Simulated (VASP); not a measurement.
Set up this calculation in VASP 6.6.1, as the native input.

```
Task                   : single point
Functional             : PBE
Potentials or basis    : VASP PAW PBE potentials, release 64 (Mg, F)
Cutoff                 : 520 eV
k mesh                 : 9 × 4 × 1
Occupations            : gaussian, width 0.1 eV
Spin                   : no spin polarisation
Dipole correction      : yes
Further INCAR settings : ALGO = Normal; EDIFF = 1e-06; NBANDS = 18
```

The structure of Mg6F lies in POSCAR:

```
Mg6F
1.0
    3.2034417932      0.0000000000      0.0000000000
   -1.6017208966      7.8153198520      0.0000000000
    0.0000000000      0.0000000000     20.9851131634
Mg F
6 1
Direct
    0.8493879956      0.6987759913      0.1906113143
    0.5210014932      0.0420029864      0.2197581863
    0.1926149907      0.3852299814      0.2489050583
    0.3710660944      0.7414803149      0.3283003664
    0.0426232582      0.0834482649      0.3542380799
    0.7128162912      0.4251093731      0.3805132287
    0.7128162912      1.1751093731      0.4043396429
```

The input as run:

INCAR

```
SYSTEM = Mg6F
PREC = Accurate
ENCUT = 520
EDIFF = 1E-6
ISMEAR = 0
SIGMA = 0.1
LREAL = .FALSE.
LASPH = .TRUE.
NELM = 100
ALGO = Normal
ISIF = 2
LWAVE = .FALSE.
LCHARG = .TRUE.
LDIPOL = .TRUE.
IDIPOL = 3
DIPOL = 0.5 0.5 0.304
GGA = PE
LELF = .TRUE.
LVHAR = .TRUE.
LVACPOTAV = .TRUE.
NBANDS = 18
```

KPOINTS

```
regular mesh
0
G
  9 4 1
  0 0 0
```

Potentials or basis: VASP PAW PBE potentials, release 64 (Mg, F).

Launch:

```bash
$ cat potpaw_PBE.64/Mg/POTCAR potpaw_PBE.64/F/POTCAR > POTCAR
$ mpirun -np 1 vasp_std > vasp.out
```

Results of the run:

| Quantity | Value |
| --- | --- |
| Largest force | 2.822 eV/Å |

Caveat: an odd number of electrons without spin polarisation forces a metal; a magnetic or distorted state may lie lower.

It took 3.9 min on 1 thread of AMD EPYC 7R43 64-Core Processor (Zen 3) (shared host), peak memory 0.53 GiB.
